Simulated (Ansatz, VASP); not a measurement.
**NaCl in VASP and in Ansatz**

File INCAR:

```
PREC = Accurate
ENCUT = 520
EDIFF = 1E-7
ISMEAR = 0
SIGMA = 0.05
LREAL = F
LASPH = T
NELM = 100
ALGO = Normal
ISIF = 2
LWAVE = F
LCHARG = F
GGA = PE
NBANDS = 14
```

KPOINTS

```
Automatic mesh
0
Gamma
  8 8 8
```

File POSCAR:

```
NaCl
1.0
    0.0000000000      2.7431992127      3.0175191340
    2.7431992127      0.0000000000      3.0175191340
    2.7431992127      2.7431992127      0.0000000000
Na Cl
1 1
Direct
    0.0000000000      0.0000000000      0.0000000000
    0.5000000000      0.5000000000      0.5000000000
```

Input for Ansatz:

```yaml
crystal:
  lattice:
    - [0.0, 2.7431992127, 3.017519134]
    - [2.7431992127, 0.0, 3.017519134]
    - [2.7431992127, 2.7431992127, 0.0]
  atoms:
    - { symbol: Na, position: [0.0, 0.0, 0.0] }
    - { symbol: Cl, position: [0.5, 0.5, 0.5] }
basis:
  ecutwfc: 420
kpoints:
  mp_grid: { grid: [8, 8, 8] }
hamiltonian:
  xc: pbe
scf:
  occupations: { method: gaussian, width: 0.05 }
output:
  forces: true
  stress: true
  eigenvalues: true
```

Alike in both runs: task single point; functional PBE; k mesh 8 × 8 × 8; occupations gaussian, width 0.05 eV; no spin polarisation.

|  | VASP | Ansatz |
| --- | --- | --- |
| version | VASP 6.6.1 | Ansatz 0.2.0 |
| potentials or method | VASP PAW PBE potentials, release 64 (Na_pv, Cl), cutoff 520 eV | scalar-relativistic, plane waves, PAW |
| valence electrons in the cell | 14 | 16 |

|  | VASP | Ansatz | Ansatz less VASP |
| --- | --- | --- | --- |
| gap on the k mesh at the Fermi level (eV) | 5.04 | 5.04 | -0.001 |
| least direct gap on the mesh (eV) | 5.04 | 5.04 | -0.001 |
| pressure (GPa) | 0.9 | 1.0 | +0.03 |
| traceless stress, the component that is largest in VASP (GPa) | -2.19 | -2.17 | +0.018 |

VASP's potentials hold 14 valence electrons a cell and Ansatz's 16, so a difference there can come from the potentials and not from the codes.
